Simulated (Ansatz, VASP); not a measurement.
Sr2Al2O in VASP and in Ansatz

INCAR

```
PREC = Accurate
ENCUT = 600
EDIFF = 1E-6
ISMEAR = 0
SIGMA = 0.1
LREAL = False
LASPH = True
NELM = 200
ALGO = Normal
ISIF = 2
LWAVE = False
LCHARG = True
ISPIN = 2
MAGMOM = 0 0 0 0 1
LORBIT = 11
GGA = PE
LELF = True
LVHAR = True
NBANDS = 28
GGA_COMPAT = False
```

File KPOINTS:

```
Automatic mesh
0
Gamma
  6 6 6
```

POSCAR

```
Sr2Al2O
1.0
    2.1178432386      1.2227373639      7.7482779668
   -2.1178432386      1.2227373639      7.7482779668
    0.0000000000     -2.4454747279      7.7482779668
Sr Al O
2 2 1
Direct
    0.6071515989      0.6071515989      0.6071515989
    0.3928484011      0.3928484011      0.3928484011
    0.1689222646      0.1689222646      0.1689222646
    0.8310777354      0.8310777354      0.8310777354
    0.0000000000      0.0000000000      0.0000000000
```

Input for Ansatz:

```yaml
crystal:
  lattice:
    - [2.1178432386, 1.2227373639, 7.7482779668]
    - [-2.1178432386, 1.2227373639, 7.7482779668]
    - [0.0, -2.4454747279, 7.7482779668]
  atoms:
    - { symbol: Sr, position: [0.6071515989, 0.6071515989, 0.6071515989] }
    - { symbol: Sr, position: [0.3928484011, 0.3928484011, 0.3928484011] }
    - { symbol: Al, position: [0.1689222646, 0.1689222646, 0.1689222646] }
    - { symbol: Al, position: [0.8310777354, 0.8310777354, 0.8310777354] }
    - { symbol: O, position: [0.0, 0.0, 0.0], spin: 1.0 }
basis:
  ecutwfc: 420
kpoints:
  mp_grid: { grid: [6, 6, 6] }
hamiltonian:
  xc: pbe
scf:
  occupations: { method: gaussian, width: 0.1 }
  lower_state_search: "off"
output:
  forces: true
  stress: true
  eigenvalues: true
  populations: true
magnetization:
  spin_polarized: true
```

Alike in both runs: task single point; functional PBE; k mesh 6 × 6 × 6; occupations gaussian, width 0.1 eV; collinear spin.

|  | VASP | Ansatz |
| --- | --- | --- |
| version | VASP 6.6.1 | Ansatz 0.2.0 |
| potentials or method | VASP PAW PBE potentials, release 64 (Sr_sv, Al, O), cutoff 600 eV | scalar-relativistic, plane waves, PAW |
| valence electrons in the cell | 32 | 32 |

```tsv
	VASP	Ansatz	Ansatz less VASP
gap on the k mesh at the Fermi level (eV)	none	none	-
pressure (GPa)	0.3	0.2	-0.07
traceless stress, the component that is largest in VASP (GPa)	0.40	0.40	-0.004
rms of the force components (eV/Å)	0.029	0.025	-0.0043
net moment per atom (μB)	0.00	0.00	0.000
```

Atom by atom the forces differ by 0.004 eV/Å (rms over components). A gap of «none» marks a metal or a gap that the smearing closes. The functional is the same, so the differences come from potentials, cutoffs and numerics. Ansatz's warnings: seeded moment not kept.
